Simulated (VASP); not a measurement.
Wanted: the native input for a VASP 6.6.1 run.

* Task: single point
* Functional: PBEsol
* Potentials or basis: VASP PAW PBE potentials, release 64 (Mg, O)
* Cutoff: 520 eV
* k mesh: 10 × 10 × 10
* Occupations: gaussian, width 0.05 eV
* Spin: no spin polarisation
* Dipole correction: no
* Further INCAR settings: ALGO = Normal; EDIFF = 1e-07; NBANDS = 11

The structure of MgO lies in POSCAR:

```
MgO
1.0
    0.0000000000      2.1602858632      2.1602858632
    2.1602858632      0.0000000000      2.1602858632
    2.1602858632      2.1602858632      0.0000000000
Mg O
1 1
Direct
    0.0063090101      0.0063090101     -0.0063090101
    0.4904156203      0.4904156203      0.5095843797
```

The input as run:

INCAR

```
SYSTEM = MgO
PREC = Accurate
ENCUT = 520
EDIFF = 1E-7
ISMEAR = 0
SIGMA = 0.05
LREAL = .FALSE.
LASPH = .TRUE.
NELM = 60
ALGO = Normal
ISIF = 2
LWAVE = .FALSE.
LCHARG = .FALSE.
GGA = PS
NBANDS = 11
```

KPOINTS

```
regular mesh
0
G
  10 10 10
  0 0 0
```

Potentials or basis: VASP PAW PBE potentials, release 64 (Mg, O).

Launch:

```console
$ cat potpaw_PBE.64/Mg/POTCAR potpaw_PBE.64/O/POTCAR > POTCAR
$ mpirun -np 1 vasp_std > vasp.out
```

It gave:

```yaml
Pressure: -10.3 GPa
Largest_force: 0.259 eV/Å
Band_gap_on_the_k_mesh: 3.93 eV, direct
```

Caveat: the PAW data sets were made with another functional, which shifts forces and pressure a little.

It took 20 s on 1 thread of Intel Xeon 8259CL, with other jobs on the host, peak memory 0.16 GiB.
